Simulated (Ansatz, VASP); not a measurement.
Two plane-wave programs on Sn2F

```
Sn F
1.0
     5.49399    0.00000    0.00000
     0.00000    7.86791    0.00000
     0.00000    0.00000    3.25192
Sn F
4 2
Direct
  0.49949 0.78572 0.50000
  0.99949 0.71428 0.00000
  0.50051 0.21428 0.50000
  0.00051 0.28572 0.00000
  0.50000 0.50000 0.50000
  0.00000 0.00000 0.00000
```

Alike in both runs: functional PBE; k mesh 4 × 2 × 6; occupations gaussian, width 0.1 eV; no spin polarisation.

Ansatz relaxed the structure, and its values are those at the end. VASP's run is a single point on that final structure, the one shown.

|  | VASP | Ansatz |
| --- | --- | --- |
| version | VASP 6.6.1 | Ansatz 0.2.0 |
| potentials or method | VASP PAW PBE potentials, release 64 (Sn_d, F), cutoff 520 eV | scalar-relativistic, plane waves, PAW |
| valence electrons in the cell | 70 | 70 |

```csv
,VASP,Ansatz,Ansatz less VASP
gap on the k mesh at the Fermi level (eV),none,none,-
pressure (GPa),0.0,0.1,+0.05
rms of the force components (eV/Å),0.009,0.006,-0.0031
```

A gap of «none» marks a metal or a gap that the smearing closes.

The k mesh is coarse, so the values compare programs but aren't converged.
